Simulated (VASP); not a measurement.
Set up this calculation in VASP 6.6.1, as the native input.

* Task: electric field gradients
* Functional: LDA
* Potentials or basis: VASP PAW LDA potentials, release 64 (Ag, Cl)
* Cutoff: 520 eV
* k mesh: 8 × 8 × 8
* Occupations: fermi-dirac, width 0.02 eV
* Spin: no spin polarisation
* Dipole correction: no
* Further INCAR settings: ALGO = Normal; EDIFF = 1e-08; NBANDS = 16

The structure of AgCl lies in POSCAR:

```
AgCl
1.0
    0.0554630000      2.8008815000      2.8008815000
    2.8008815000      0.0554630000      2.8008815000
    2.8008815000      2.8008815000      0.0554630000
Ag Cl
1 1
Direct
    0.5000000000      0.5000000000      0.5000000000
    0.0000000000      0.0000000000      0.0000000000
```

This cell differs from its parent crystal: equal xy, yz and zx shear strains of +2 %.

These files were run (other wordings do the same):

INCAR

```
SYSTEM = AgCl
  PREC = Accurate
  ENCUT = 520
  EDIFF = 1E-8
  ISMEAR = -1
  SIGMA = 0.02
  LREAL = .False.
  LASPH = .True.
  NELM = 80
  ALGO = Normal
  ISIF = 2
  LWAVE = .False.
  LCHARG = .False.
  GGA = CA
  LEFG = .True.
  NBANDS = 16
```

KPOINTS

```
regular mesh
0
Gamma
  8 8 8
  0 0 0
```

Potentials or basis: VASP PAW LDA potentials, release 64 (Ag, Cl).

Launch:

```console
$ cat potpaw_LDA.64/Ag/POTCAR potpaw_LDA.64/Cl/POTCAR > POTCAR
$ mpirun -np 1 vasp_std > vasp.out
```

Results of the run:

```json
{
 "Pressure": "-5.6 GPa",
 "Band gap on the k mesh": "0.61 eV, indirect (least direct gap 2.89 eV)"
}
```

Caveat: the cell differs from its parent crystal (equal xy, yz and zx shear strains of +2 %); without QUAD_EFG the Cq values of the log hold for a quadrupole moment of 1 mb, not for the nuclei.

It took 20 s on 1 thread of Intel(R) Xeon(R) 6975P-C (Granite Rapids) (shared host), peak memory 0.17 GiB.
